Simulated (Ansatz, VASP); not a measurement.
# Two plane-wave programs on MgB2

The input INCAR:

```
SYSTEM = MgB2
ALGO = Normal ; EDIFF = 1E-6
ENCUT = 600 ; GGA = PE
GGA_COMPAT = .False. ; ISIF = 2
ISMEAR = -1 ; LASPH = .True.
LCHARG = .False. ; LREAL = .False.
LWAVE = .False. ; NBANDS = 11
NELM = 120 ; PREC = Accurate
SIGMA = 0.1
```

KPOINTS

```
k-points
0
Gamma
  5 5 4
  0 0 0
```

File POSCAR:

```
MgB2
1.0
    3.0850000000      0.0000000000      0.0000000000
   -1.5425000000      2.6716880000      0.0000000000
    0.0000000000      0.0000000000      3.5230000000
Mg B
1 2
Direct
   -0.0032820057     -0.0004417427      0.0003222986
    0.3391683050      0.6702190487      0.5019512853
    0.6682108946      0.3307741571      0.4973240649
```

Input for Ansatz:

```yaml
crystal:
  lattice:
    - [3.085, 0.0, 0.0]
    - [-1.5425, 2.671688, 0.0]
    - [0.0, 0.0, 3.523]
  atoms:
    - { symbol: Mg, position: [-0.0032820056796353816, -0.00044174267853104094, 0.0003222985953808667] }
    - { symbol: B, position: [0.339168305004853, 0.6702190487429818, 0.5019512852580071] }
    - { symbol: B, position: [0.6682108946232261, 0.33077415712786, 0.4973240649121554] }
kpoints:
  mp_grid:
    grid: [5, 5, 4]
hamiltonian:
  xc: pbe
scf:
  occupations:
    method: fermi_dirac
output:
  forces: true
```

Alike in both runs: task single point; functional PBE; k mesh 5 × 5 × 4; no spin polarisation.

|  | VASP | Ansatz |
| --- | --- | --- |
| version | VASP 6.6.1 | Ansatz 0.2.0 |
| potentials or method | VASP PAW PBE potentials, release 64 (Mg, B) | plane waves, PAW |
| plane-wave cutoff (eV) | 600 | 420 |
| occupations | fermi-dirac, width 0.1 eV | fermi-dirac |
| valence electrons in the cell | 8 | 16 |

|  | VASP | Ansatz | Ansatz less VASP |
| --- | --- | --- | --- |
| rms of the force components (eV/Å) | 0.121 | 0.121 | -0.0008 |

Atom by atom the forces differ by 0.001 eV/Å (rms over components). VASP's potentials hold 8 valence electrons a cell and Ansatz's 16, so a difference there can come from the potentials and not from the codes.

The k mesh is coarse, so the values compare programs but aren't converged.
